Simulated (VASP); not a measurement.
# Al3B2P (P6/mmm) in VASP: relaxation of cell and atoms with PBE

Aim: the relaxation of cell and atoms of Al3B2P with PBE.

Program: VASP 6.6.1. These are calculated values, not measurements. Logs are shortened: lines on timing, memory, paths and dates and some standing lists are left out, and cuts for length are marked.

## (1) The cell of the first run

The structure is hexagonal, space group P6/mmm (No. 191). The conventional cell has a = 5.459 Å, b = 5.459 Å, c = 5.047 Å, α = 90.00°, β = 90.00°, γ = 120.00°. Within 3.6 Å of Al (site symmetry mmm) lie 4 Al at 2.73 Å and 2 P at 2.73 Å and 4 B at 3.24 Å. Within 2.1 Å of B (site symmetry 6mm) lie 1 B at 1.54 Å and 1 P at 1.75 Å. P (site symmetry 6/mmm) has 2 B at 1.75 Å within 2.3 Å.

The cell was built from a structure type or drawn by symmetry, and may not be a known phase.

## (2) Relaxation of cell and atoms, PBE

The input, INCAR:

```
PREC = Accurate
ENCUT = 600
EDIFF = 1E-7
ISMEAR = 0
SIGMA = 0.1
LREAL = F
LASPH = T
NELM = 60
ALGO = Normal
ISIF = 3
LWAVE = F
LCHARG = F
GGA = PE
IBRION = 2
NSW = 100
EDIFFG = -0.01
```

The input, KPOINTS:

```
regular mesh
0
Gamma
  12 12 8
```

The input, POSCAR:

```
Al3B2P
1.0
    5.4590804347      0.0000000000      0.0000000000
   -2.7295402173      4.7277023377      0.0000000000
    0.0000000000      0.0000000000      5.0474830095
Al B P
3 2 1
Direct
    0.5000000000      0.0000000000      0.0000000000
    0.0000000000      0.5000000000      0.0000000000
    0.5000000000      0.5000000000      0.0000000000
    0.0000000000      0.0000000000      0.3470393442
    0.0000000000      0.0000000000      0.6529606558
    0.0000000000      0.0000000000      0.0000000000
```

Potentials or basis: VASP PAW PBE potentials, release 64 (Al, B, P).

Run with:

```sh
$ cat potpaw_PBE.64/Al/POTCAR potpaw_PBE.64/B/POTCAR potpaw_PBE.64/P/POTCAR > POTCAR
$ mpirun -np 1 vasp_std > vasp.out
```

OUTCAR:

```text
PREC = Accurate
   ENCUT = 600
   EDIFF = 1E-7
   ISMEAR = 0
   LREAL = F
   LASPH = T
   NELM = 60
   ISIF = 3
   GGA = PE
   IBRION = 2
   NSW = 100
   EDIFFG = -0.01

 ion  position               nearest neighbor table
   1  0.500  0.000  0.000-   3 2.73   3 2.73   2 2.73   2 2.73   6 2.73   6 2.73
   2  0.000  0.500  0.000-   6 2.73   6 2.73   1 2.73   1 2.73   3 2.73   3 2.73
   3  0.500  0.500  0.000-   1 2.73   1 2.73   6 2.73   6 2.73   2 2.73   2 2.73
   4  0.000  0.000  0.347-   5 1.54   6 1.75
   5  0.000  0.000  0.653-   4 1.54   6 1.75
   6  0.000  0.000  0.000-   4 1.75   5 1.75   2 2.73   2 2.73   3 2.73   3 2.73   1 2.73   1 2.73

  LATTYP: Found a hexagonal cell.
 ALAT       =     5.4590804347
 C/A-ratio  =     0.9246031580

  Lattice vectors:

 A1 = (   5.4590804347,   0.0000000000,   0.0000000000)
 A2 = (  -2.7295402173,   4.7277023377,   0.0000000000)
 A3 = (   0.0000000000,   0.0000000000,   5.0474830095)

Analysis of symmetry for initial positions (statically):
=====================================================================
 Subroutine PRICEL returns:
 Original cell was already a primitive cell.

 Routine SETGRP: Setting up the symmetry group for a
 hexagonal supercell.

 Subroutine GETGRP returns: Found 24 space group operations
 (whereof 24 operations were pure point group operations)
 out of a pool of 24 trial point group operations.

The static configuration has the point symmetry D_6h.

Analysis of symmetry for dynamics (positions and initial velocities):
=====================================================================
 Subroutine PRICEL returns:
 Original cell was already a primitive cell.

 Routine SETGRP: Setting up the symmetry group for a
 hexagonal supercell.

 Subroutine GETGRP returns: Found 24 space group operations
 (whereof 24 operations were pure point group operations)
 out of a pool of 24 trial point group operations.

The dynamic configuration has the point symmetry D_6h.

 Subroutine INISYM returns: Found 24 space group operations
 (whereof 24 operations are pure point group operations),
 and found     1 'primitive' translations

----------------------------------------------------------------------------------------

                                     Primitive cell

  volume of cell :     130.2700

  direct lattice vectors                    reciprocal lattice vectors
     5.459080435  0.000000000  0.000000000     0.183181034  0.105759619  0.000000000
    -2.729540217  4.727702338  0.000000000     0.000000000  0.211519239  0.000000000
     0.000000000  0.000000000  5.047483009     0.000000000  0.000000000  0.198118547

  length of vectors
     5.459080435  5.459080435  5.047483009     0.211519239  0.211519239  0.198118547

  position of ions in fractional coordinates (direct lattice)
     0.500000000  0.000000000  0.000000000
     1.000000000  0.500000000  0.000000000
     0.500000000  0.500000000  0.000000000
     0.000000000  0.000000000  0.347039344
     0.000000000  0.000000000  0.652960656
     0.000000000  0.000000000  0.000000000

  ion indices of the primitive-cell ions
   primitive index   ion index
                 1           1
                 2           2
                 3           3
                 4           4
                 5           5
                 6           6

----------------------------------------------------------------------------------------

 KPOINTS: regular mesh

Automatic generation of k-mesh.
 Grid dimensions read from file:
 generate k-points for:   12   12    8

 Generating k-lattice:

  Cartesian coordinates                     Fractional coordinates (reciprocal lattice)
     0.015265086  0.008813302  0.000000000     0.083333333 -0.000000000  0.000000000
     0.000000000  0.017626603  0.000000000     0.000000000  0.083333333  0.000000000
     0.000000000  0.000000000  0.024764818     0.000000000  0.000000000  0.125000000

  Length of vectors
     0.017626603  0.017626603  0.024764818

  Shift w.r.t. Gamma in fractional coordinates (k-lattice)
     0.000000000  0.000000000  0.000000000

 Subroutine IBZKPT returns following result:
 ===========================================

 Found     95 irreducible k-points:

 Following reciprocal coordinates:
            Coordinates               Weight
  0.000000  0.000000  0.000000      1.000000
  0.083333  0.000000  0.000000      6.000000
  0.166667  0.000000  0.000000      6.000000
  0.250000  0.000000  0.000000      6.000000
  0.333333  0.000000  0.000000      6.000000
  0.416667  0.000000  0.000000      6.000000
[... 16 lines left out ...]
  0.250000  0.000000  0.125000     12.000000
  0.333333  0.000000  0.125000     12.000000
 [... further k-points ...]
   k-points           NKPTS =     95   k-points in BZ     NKDIM =     95   number of bands    NBANDS=     14
   number of dos      NEDOS =    301   number of ions     NIONS =      6
   total plane-waves  NPLWV =  92160
   dimension x,y,z NGX =    48 NGY =   48 NGZ =   40
   dimension x,y,z NGXF=    96 NGYF=   96 NGZF=   80
   ions per type =               3   2   1
   NGX,Y,Z   is equivalent  to a cutoff of  14.62, 14.62, 13.17 a.u.
   NGXF,Y,Z  is equivalent  to a cutoff of  29.23, 29.23, 26.35 a.u.
 SYSTEM =  unknown system
   PREC   = accura    normal or accurate (medium, high low for compatibility)
   ISTART =      0    job   : 0-new  1-cont  2-samecut
   ICHARG =      2    charge: 1-file 2-atom 10-const
   ISPIN  =      1    spin polarized calculation?
   LNONCOLLINEAR =      F non collinear calculations
   LSORBIT =      F    spin-orbit coupling
   LASPH  =      T    aspherical Exc in radial PAW
   ENCUT  =  600.0 eV  44.10 Ry    6.64 a.u.  10.90 10.90 10.08*2*pi/ulx,y,z
   NELM   =     60;   NELMIN=  2; NELMDL= -5     # of ELM steps
   EDIFF  = 0.1E-06   stopping-criterion for ELM
   LREAL  =      F    real-space projection
   EDIFFG = -.1E-01   stopping-criterion for IOM
   NSW    =    100    number of steps for IOM
   IBRION =      2    ionic relax: 0-MD 1-quasi-New 2-CG
   NFREE  =      1    steps in history (QN), initial steepest desc. (CG)
   ISIF   =      3    stress and relaxation
   ISYM   =      2    0-nonsym 1-usesym 2-fastsym
   POTIM  = 0.5000    time-step for ionic-motion
   TEBEG  =    0.0;   TEEND  =   0.0 temperature during run
   PSTRESS=    0.0 pullay stress
   NELECT =      20.0000    total number of electrons
   NUPDOWN=      -1.0000    fix difference up-down
   EMIN   =  10.00;   EMAX   =-10.00  energy-range for DOS
   EFERMI =   0.00;   METHOD = LEGACY
   ISMEAR =     0;   SIGMA  =   0.10  broadening in eV -4-tet -1-fermi 0-gaus
   EFERMI_NEDOS =   21; number of points for ismear=-14 and -15
   IALGO  =     38    algorithm
   IMIX   =      4    mixing-type and parameters
     AMIX     =   0.40;   BMIX     =  1.00
     AMIX_MAG =   1.60;   BMIX_MAG =  1.00
  volume/ion in A,a.u.               =      21.71       146.52
  Fermi-wavevector in a.u.,A,eV,Ry     =   0.876604  1.656541 10.455182  0.768434
  Thomas-Fermi vector in A             =   1.996437
   LORBIT       =      0    0 simple, 1 ext, 2 COOP (PROOUT), +10 PAW based schemes
   GGA     = PE    functional components
   LHFCALC =     F    Hartree Fock is set to
   AEXX    =    0.0000 exact exchange contribution
   IVDW    =     0    specifies the selected vdW correction
   LEPSILON=     F    determine dielectric tensor
   LRPA    =     F    only Hartree local field effects (RPA)
 conjugate gradient relaxation of ions
 non-spin polarized calculation
 Gauss-broadening in eV      SIGMA  =   0.10
  energy-cutoff  :      600.00
  volume of cell :      130.27
 maximum number of plane-waves:      4376
 NGX is ok and might be reduce to    48
   NGX = 21   NGY = 21   NGZ = 21

--------------------------------------- Ionic step        1  -------------------------------------------

 number of electron      20.0000000 magnetization

 Free energy of the ion-electron system (eV)
  ---------------------------------------------------
  ext. energy  EPLUGINS =         0.00000000
  ---------------------------------------------------
  free energy    TOTEN  =       -24.41457305 eV

  energy without entropy =      -24.40080280  energy(sigma->0) =      -24.40768793

------------------------ aborting loop because EDIFF is reached ----------------------------------------

  FORCE on cell =-STRESS in cart. coord.  units (eV):
  Direction    XX          YY          ZZ          XY          YZ          ZX
  --------------------------------------------------------------------------------------
  -------------------------------------------------------------------------------------
  Total       -0.8866482     -0.8866482      0.4372497     -0.0000000      0.0000000      0.0000000
  in kB      -10.9047934    -10.9047934      5.3776882     -0.0000000      0.0000000      0.0000000
  external PRESSURE =      -5.4772995 kB  Pullay stress =       0.0000000 kB
[... 101 lines left out ...]
  FREE ENERGIE OF THE ION-ELECTRON SYSTEM (eV)
  ---------------------------------------------------
  free  energy   TOTEN  =       -24.4212468622 eV

  energy  without entropy=      -24.4086747569  energy(sigma->0) =      -24.41496081

[... ionic steps 4 to 7 ...]

--------------------------------------- Ionic step        8  -------------------------------------------

 number of electron      20.0000000 magnetization

------------------------ aborting loop because EDIFF is reached ----------------------------------------
[... 75 lines left out ...]
--------------------------------------- Ionic step       10  -------------------------------------------

 number of electron      20.0000000 magnetization

 Free energy of the ion-electron system (eV)
  ---------------------------------------------------
  ext. energy  EPLUGINS =         0.00000000
  ---------------------------------------------------
  free energy    TOTEN  =       -24.42657324 eV

  energy without entropy =      -24.41534284  energy(sigma->0) =      -24.42095804

 E-fermi :   3.5829     XC(G=0):  -8.3329

 val. band max:        3.5796014736   @ k =   0.2500   0.1667   0.2500
 cond. band min:       3.6017293643   @ k =   0.1667   0.0833   0.1250
 fundamental gap:      0.0221278907
 Fermi energy:         3.5829105812

 k-point     1 :       0.0000    0.0000    0.0000
  band No.  band energies     occupation
      1     -10.0907      2.00000
      2      -4.4621      2.00000
      3      -3.6064      2.00000
      4      -2.9578      2.00000
      5      -2.2282      2.00000
      6      -2.2282      2.00000
      7       0.5833      2.00000
      8       1.4720      2.00000
      9       1.4720      2.00000
     10       3.6362      0.45122
     11       4.3858      0.00000
     12       4.3858      0.00000
     13       4.8983      0.00000
     14       4.8983      0.00000
[... 377 lines left out ...]
      1      -9.9276      2.00000
      2      -4.7984      2.00000
      3      -4.3281      2.00000
      4      -3.1047      2.00000
      5      -2.5601      2.00000
      6      -1.5691      2.00000
      7       0.6212      2.00000
      8       2.2353      2.00000
      9       3.0390      2.00000
     10       3.4076      1.98681
     11       4.1461      0.00000
     12       4.7837      0.00000
     13       5.1079      0.00000
     14       5.3119      0.00000

 [... further k-points ...]

------------------------ aborting loop because EDIFF is reached ----------------------------------------

  FORCE on cell =-STRESS in cart. coord.  units (eV):
  Direction    XX          YY          ZZ          XY          YZ          ZX
  --------------------------------------------------------------------------------------
  -------------------------------------------------------------------------------------
  Total       -0.0039075     -0.0039075      0.0001704     -0.0000000      0.0000000      0.0000000
  in kB       -0.0489711     -0.0489711      0.0021354     -0.0000000      0.0000000      0.0000000
  external PRESSURE =      -0.0319356 kB  Pullay stress =       0.0000000 kB
[... 21 lines left out ...]
  FREE ENERGIE OF THE ION-ELECTRON SYSTEM (eV)
  ---------------------------------------------------
  free  energy   TOTEN  =       -24.4265732365 eV

  energy  without entropy=      -24.4153428413  energy(sigma->0) =      -24.42095804

 reached required accuracy - stopping structural energy minimisation
```

It took 8 min on 1 thread of Intel Xeon 6975P-C (Granite Rapids), shared host; peak memory 0.45 GiB.

Results:

```yaml
Free_energy: -24.4266 eV
Relaxed_volume: 21.31 Å³/atom
Relaxed_cell: a = 5.401 Å, b = 5.401 Å, c = 5.060 Å, α = 90.00°, β = 90.00°, γ = 120.00°
Space_group_after_relaxing_to_0.1_Å: P6/mmm (No. 191)
Energy_gained_by_relaxing: 2.0 meV/atom
Ionic_steps: 10
Pressure_after_relaxing: 0.0 GPa
Band_gap_on_the_k_mesh: zero (bands 10 and 11 overlap by 2.17 eV)
```

The path:
| step | energy change (eV) | largest force (eV/Å) | pressure (GPa) | volume (Å³) |
| --- | --- | --- | --- | --- |
| 1 | 0.0000 | 0.3330 | -0.55 | 130.27 |
| 2 | -0.0016 | 0.8156 | -0.34 | 128.87 |
| 3 | -0.0067 | 0.2782 | -0.47 | 129.52 |
| 4 | -0.0115 | 0.0357 | -0.09 | 127.77 |
| 5 | -0.0118 | 0.0162 | -0.16 | 128.07 |
| 6 | -0.0119 | 0.0320 | 0.09 | 127.70 |
| 7 | -0.0120 | 0.0132 | -0.01 | 127.85 |
| 8 | -0.0120 | 0.0128 | -0.01 | 127.85 |
| 9 | -0.0120 | 0.0213 | 0.00 | 127.83 |
| 10 | -0.0120 | 0.0004 | 0.00 | 127.84 |

Final structure:
```yaml
crystal:
  lattice:
    - [5.40130, 0.00000, 0.00000]
    - [-2.70065, 4.67767, 0.00000]
    - [0.00000, 0.00000, 5.05994]
  atoms:
    - { symbol: Al, position: [0.50000, 0.00000, 0.00000] }
    - { symbol: Al, position: [0.00000, 0.50000, 0.00000] }
    - { symbol: Al, position: [0.50000, 0.50000, 0.00000] }
    - { symbol: B, position: [0.00000, 0.00000, 0.34799] }
    - { symbol: B, position: [0.00000, 0.00000, 0.65201] }
    - { symbol: P, position: [0.00000, 0.00000, 0.00000] }
```
